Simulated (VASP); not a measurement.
Write the native input for VASP 6.6.1 that does the following.

| Quantity | Value |
| --- | --- |
| Task | single point |
| Functional | PBE |
| Potentials or basis | VASP PAW PBE potentials, release 64 (Ti_sv, C) |
| Cutoff | 600 eV |
| k mesh | 4 × 4 × 4 |
| Occupations | gaussian, width 0.2 eV |
| Spin | no spin polarisation |
| Dipole correction | no |
| Further INCAR settings | ALGO = Normal; EDIFF = 1e-06; NBANDS = 39 |

The structure of Ti4C3 lies in POSCAR:

```
Ti4C3
1.0
    0.0000000000      3.9280479183      3.9280479183
    3.9280479183      0.0000000000      3.9280479183
    3.9280479183      3.9280479183      0.0000000000
Ti C
4 3
Direct
    0.3650656438      0.3650656438      0.3650656438
    0.3650656438      0.3650656438      0.9048030686
    0.3650656438      0.9048030686      0.3650656438
    0.9048030686      0.3650656438      0.3650656438
    0.7500000000      0.7500000000      0.7500000000
    0.0000000000      0.0000000000      0.0000000000
    0.5000000000      0.5000000000      0.5000000000
```

The cell was built from a structure type or drawn by symmetry, and may not be a known phase.

These files were run (other wordings do the same):

INCAR

```
SYSTEM = Ti4C3
PREC = Accurate
ENCUT = 600
EDIFF = 1E-6
ISMEAR = 0
SIGMA = 0.2
LREAL = .False.
LASPH = .True.
NELM = 120
ALGO = Normal
ISIF = 2
LWAVE = .False.
LCHARG = .False.
GGA = PE
NBANDS = 39
GGA_COMPAT = .False.
```

KPOINTS

```
Automatic mesh
0
Gamma
  4 4 4
  0 0 0
```

Potentials or basis: VASP PAW PBE potentials, release 64 (Ti_sv, C).

Run with:

```console
$ cat potpaw_PBE.64/Ti_sv/POTCAR potpaw_PBE.64/C/POTCAR > POTCAR
$ mpirun -np 1 vasp_std > vasp.out
```

It gave:

```yaml
Pressure: 0.3 GPa
Largest_force: 0.047 eV/Å
Band_gap_on_the_k_mesh: zero (bands 30 and 31 overlap by 0.31 eV)
```

It took 53 s on 1 thread of AMD EPYC 9R45 96-Core Processor (Zen 5), with other jobs on the host, peak memory 0.29 GiB.
